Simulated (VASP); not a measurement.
Here is a VASP 6.6.1 calculation.

The input INCAR:

```
PREC = Accurate
ENCUT = 500
EDIFF = 1E-6
ISMEAR = -1
SIGMA = 0.05
LREAL = F
LASPH = T
NELM = 120
ALGO = Normal
ISIF = 2
LWAVE = F
LCHARG = F
NBANDS = 16
GGA_COMPAT = F
```

The input KPOINTS:

```
regular mesh
0
Gamma
  6 6 6
```

The input POSCAR:

```
CdS
1.0
   -0.0291650000      2.9019175000      2.9019175000
    2.9019175000     -0.0291650000      2.9019175000
    2.9019175000      2.9019175000     -0.0291650000
Cd S
1 1
Direct
    0.0000000000      0.0000000000      0.0000000000
    0.2500000000      0.2500000000      0.2500000000
```

Potentials or basis: VASP PAW LDA potentials, release 64 (Cd, S).

The run is started by

```console
$ cat potpaw_LDA.64/Cd/POTCAR potpaw_LDA.64/S/POTCAR > POTCAR
$ mpirun -np 1 vasp_std > vasp.out
```

Task: Estimate the pressure.

Result: -2.0 GPa.

Task: Estimate the band gap on the k mesh.

Result: 0.86 eV, direct.

Task: Predict the largest force.

Result: 0.111 eV/Å.

Forces on the atoms (eV/Å):
```
Cd  -0.064 -0.064 -0.064
S    0.064  0.064  0.064
```
